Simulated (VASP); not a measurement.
Runs of VASP 6.6.1 on SnO2 (klda). The structure is that of space group P4_2/mnm (No. 136), or close to it. The cells are those of the table. 

| task | cell | k mesh | cutoff (eV) | smearing | gap on the mesh (eV) | pressure (GPa) | largest force (eV/Å) |
| --- | --- | --- | --- | --- | --- | --- | --- |
| relaxation of cell and atoms | relaxed from a = 4.788, b = 4.867, c = 3.241 Å, 6 atoms | 4 × 4 × 6 | 600 | gaussian 0.1 eV | 1.19 | 0.3 | 0.04 |
| single point | a = 4.714, b = 4.737, c = 3.187 Å, 6 atoms | 4 × 4 × 6 | 520 | gaussian 0.1 eV | 1.20 | 1.1 | 0.03 |
| single point | a = 4.788, b = 4.867, c = 3.241 Å, 6 atoms | 4 × 4 × 6 | 520 | gaussian 0.1 eV | 0.70 | -10.4 | 0.15 |
| single point | a = 4.720, b = 4.720, c = 3.189 Å, 6 atoms | 6 × 6 × 8 | 520 | gaussian 0.02 eV | (b) | (a) | 0.03 |

Alike in all rows: level LDA; potentials or basis VASP PAW LDA potentials, release 64 (Sn_d, O); no spin polarisation.

**Question.** Fill in the values left out.

**Answer.** (a) 1.4; (b) 1.21.

Caveats: spin-orbit coupling is left out, which moves the levels of the heavy elements; the relaxation stopped at a loose force limit of 0.05 eV/Å, so its end isn't a converged minimum (some runs).

A k mesh can miss the band edges, and the runs leave out spin-orbit coupling on Sn.
